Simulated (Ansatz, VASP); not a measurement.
# Sn2F in VASP and in Ansatz

INCAR

```
SYSTEM = Sn2F
ALGO = Normal
EDIFF = 1E-6
EDIFFG = -0.04
ENCUT = 600
GGA = PE
IBRION = 2
ISIF = 3
ISMEAR = 0
LASPH = .True.
LCHARG = .False.
LREAL = .False.
LWAVE = .False.
NELM = 100
NSW = 90
PREC = Accurate
SIGMA = 0.1
```

The input KPOINTS:

```
k-points
0
Gamma
  6 6 6
  0 0 0
```

POSCAR

```
Sn2F
1.0
    4.6102144692      0.0000000000      0.0000000000
   -2.3051072346      3.9925628472      0.0000000000
    0.0000000000      0.0000000000      3.5303329524
Sn F
2 1
Direct
    0.3333333333      0.6666666667      0.2357149607
    0.6666666667      0.3333333333      0.7642850393
    0.0000000000      0.0000000000      0.0000000000
```

Input for Ansatz:

```yaml
crystal:
  lattice:
    - [4.6102144692, 0.0, 0.0]
    - [-2.3051072346, 3.9925628472, 0.0]
    - [0.0, 0.0, 3.5303329524]
  atoms:
    - { symbol: Sn, position: [0.3333333333, 0.6666666667, 0.2357149607] }
    - { symbol: Sn, position: [0.6666666667, 0.3333333333, 0.7642850393] }
    - { symbol: F, position: [0.0, 0.0, 0.0] }
basis:
  ecutwfc: 420
kpoints:
  mp_grid: { grid: [6, 6, 6] }
hamiltonian:
  xc: pbe
scf:
  occupations: { method: gaussian, width: 0.1 }
  lower_state_search: "off"
output:
  forces: true
  stress: true
  eigenvalues: true
relax:
  adjacent_minimum: "off"
  f_tol: 0.04
  max_steps: 70
  cell: { stress_tol: 0.4 }
```

Alike in both runs: task relaxation of cell and atoms; functional PBE; k mesh 6 × 6 × 6; occupations gaussian, width 0.1 eV; no spin polarisation.

|  | VASP | Ansatz |
| --- | --- | --- |
| version | VASP 6.6.1 | Ansatz 0.2.0 |
| potentials or method | VASP PAW PBE potentials, release 64 (Sn_d, F), cutoff 600 eV | scalar-relativistic, plane waves, PAW |
| valence electrons in the cell | 35 | 35 |

Ansatz gave:

```
gap on the k mesh at the Fermi level, each at its own relaxed structure (eV)  : none
relaxed volume (Å³/atom)                                                      : 21.41
relaxed length of the cell vector where the two differ most in proportion (Å) : 3.284
```

Problem. What did VASP give for the same quantities?

Solution. gap on the k mesh at the Fermi level, each at its own relaxed structure (eV): none; relaxed volume (Å³/atom): 21.29; relaxed length of the cell vector where the two differ most in proportion (Å): 3.271.

A gap of «none» marks a metal or a gap that the smearing closes.
